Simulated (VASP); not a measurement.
Set up this calculation in VASP 6.6.1, as the native input.

```yaml
Task: single point
Functional: PBE
Potentials_or_basis: VASP PAW PBE potentials, release 64 (Pd)
Cutoff: 520 eV
k_mesh: 8 × 8 × 8
Occupations: gaussian, width 0.05 eV
Spin: no spin polarisation
Dipole_correction: no
Further_INCAR_settings: ALGO = Normal; EDIFF = 1e-07; NBANDS = 11
```

The structure of Pd lies in POSCAR:

```
Pd
1.0
    0.0000000000      1.9802700376      1.9802700376
    1.9802700376      0.0000000000      1.9802700376
    1.9802700376      1.9802700376      0.0000000000
Pd
1
Direct
    0.0000000000      0.0000000000      0.0000000000
```

The input as run:

INCAR

```
PREC = Accurate
ENCUT = 520
EDIFF = 1E-7
ISMEAR = 0
SIGMA = 0.05
LREAL = F
LASPH = T
NELM = 80
ALGO = Normal
ISIF = 2
LWAVE = F
LCHARG = F
GGA = PE
NBANDS = 11
```

KPOINTS

```
Automatic mesh
0
Gamma
  8 8 8
```

Potentials or basis: VASP PAW PBE potentials, release 64 (Pd).

Launch:

```sh
$ cat potpaw_PBE.64/Pd/POTCAR > POTCAR
$ mpirun -np 1 vasp_std > vasp.out
```

Results of the run:

```json
{
  "Pressure": "-1.8 GPa",
  "Band gap on the k mesh": "zero (bands 5 and 6 overlap by 1.46 eV)"
}
```

Run time: 4.6 s on 1 thread of Intel Xeon 8259CL, with other jobs on the host, peak memory 0.14 GiB.
